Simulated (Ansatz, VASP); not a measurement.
## One calculation of BeCd3S4, two programs

File INCAR:

```
SYSTEM = BeCd3S4
ALGO = Normal ; EDIFF = 1E-6
ENCUT = 600 ; GGA = PE
GGA_COMPAT = .FALSE. ; ISIF = 2
ISMEAR = 0 ; LASPH = .TRUE.
LCHARG = .FALSE. ; LREAL = .FALSE.
LWAVE = .FALSE. ; NBANDS = 41
NELM = 120 ; PREC = Accurate
SIGMA = 0.1
```

KPOINTS

```
k-points
0
G
  4 4 4
  0 0 0
```

Contents of POSCAR:

```
BeCd3S4
1.0
    5.6408610521      0.0000000000      0.0000000000
    0.0000000000      5.6408610521      0.0000000000
    0.0000000000      0.0000000000      5.6408610521
Be Cd S
1 3 4
Direct
    0.0000000000      0.0000000000      0.0000000000
    0.5000000000      0.0000000000      0.5000000000
    0.0000000000      0.5000000000      0.5000000000
    0.5000000000      0.5000000000      0.0000000000
    0.7797085840      0.7797085840      0.2202914160
    0.7797085840      0.2202914160      0.7797085840
    0.2202914160      0.7797085840      0.7797085840
    0.2202914160      0.2202914160      0.2202914160
```

Input for Ansatz:

```yaml
crystal:
  lattice:
    - [5.6408610521, 0.0, 0.0]
    - [0.0, 5.6408610521, 0.0]
    - [0.0, 0.0, 5.6408610521]
  atoms:
    - { symbol: Be, position: [0.0, 0.0, 0.0] }
    - { symbol: Cd, position: [0.5, 0.0, 0.5] }
    - { symbol: Cd, position: [0.0, 0.5, 0.5] }
    - { symbol: Cd, position: [0.5, 0.5, 0.0] }
    - { symbol: S, position: [0.779708584, 0.779708584, 0.220291416] }
    - { symbol: S, position: [0.779708584, 0.220291416, 0.779708584] }
    - { symbol: S, position: [0.220291416, 0.779708584, 0.779708584] }
    - { symbol: S, position: [0.220291416, 0.220291416, 0.220291416] }
basis:
  ecutwfc: 420
kpoints:
  mp_grid: { grid: [4, 4, 4] }
hamiltonian:
  xc: pbe
scf:
  occupations: { method: gaussian, width: 0.1 }
  lower_state_search: "off"
output:
  forces: true
  stress: true
  eigenvalues: true
```

Alike in both runs: task single point; functional PBE; k mesh 4 × 4 × 4; occupations gaussian, width 0.1 eV; no spin polarisation.

```csv
,VASP,Ansatz
version,VASP 6.6.1,Ansatz 0.2.0
potentials or method,"VASP PAW PBE potentials, release 64 (Be, Cd, S), cutoff 600 eV","scalar-relativistic, plane waves, PAW"
valence electrons in the cell,62,86
```

Ansatz gave:

| Property | Result |
| --- | --- |
| gap on the k mesh at the Fermi level (eV) | 1.65 |
| least direct gap on the mesh (eV) | 1.70 |
| pressure (GPa) | 0.3 |
| rms of the force components (eV/Å) | 0.020 |

Problem. Which values does VASP return?

Solution. gap on the k mesh at the Fermi level (eV): 1.66; least direct gap on the mesh (eV): 1.71; pressure (GPa): 0.6; rms of the force components (eV/Å): 0.006.

Atom by atom the forces differ by 0.014 eV/Å (rms over components). VASP's potentials hold 62 valence electrons a cell and Ansatz's 86, so a difference there can come from the potentials and not from the codes.
